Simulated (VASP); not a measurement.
# S: single point with PBE

Crystal: S.

```
S
1.0
     6.77080    0.00000    0.00000
    -3.38540    5.86369    0.00000
     0.00000    0.00000    2.13456
S
3
Direct
  0.00000 0.00000 0.00000
  0.33333 0.66667 0.50000
  0.66667 0.33333 0.50000
```

This isn't the form of S at room conditions, which is orthorhombic, of S8 rings.

```json
{
  "Program": "VASP 6.6.1",
  "Task": "single point",
  "Functional": "PBE",
  "Potentials or basis": "VASP PAW PBE potentials, release 64 (S)",
  "Cutoff": "520 eV",
  "k mesh": "8 × 8 × 11",
  "Occupations": "fermi-dirac, width 0.1 eV",
  "Spin": "no spin polarisation",
  "Dipole correction": "no",
  "k mesh for the DOS": "12 × 12 × 17",
  "Occupations for the DOS": "tetrahedron",
  "Further INCAR settings": "ALGO = Normal; EDIFF = 1e-06; NBANDS = 16"
}
```

* Valence electrons inside the program's atomic spheres: S 3.55, 3.56 (each value once)

Levels at points of the mesh, in eV from the Fermi level:
```csv
k point,band 5,band 6,band 7,band 8,band 9,band 10,band 11,band 12,band 13,band 14
"(0.00, 0.00, 0.00)",-4.15,-4.14,-4.14,-2.83,-2.83,3.86,7.99,7.99,7.99,7.99
"(0.50, 0.00, 0.00)",-3.98,-3.97,-3.23,-3.21,-3.20,5.27,6.01,6.01,7.10,7.11
```

It took 87 s on 1 thread of Intel(R) Xeon(R) 6975P-C (Granite Rapids), with other jobs on the host, peak memory 0.29 GiB.
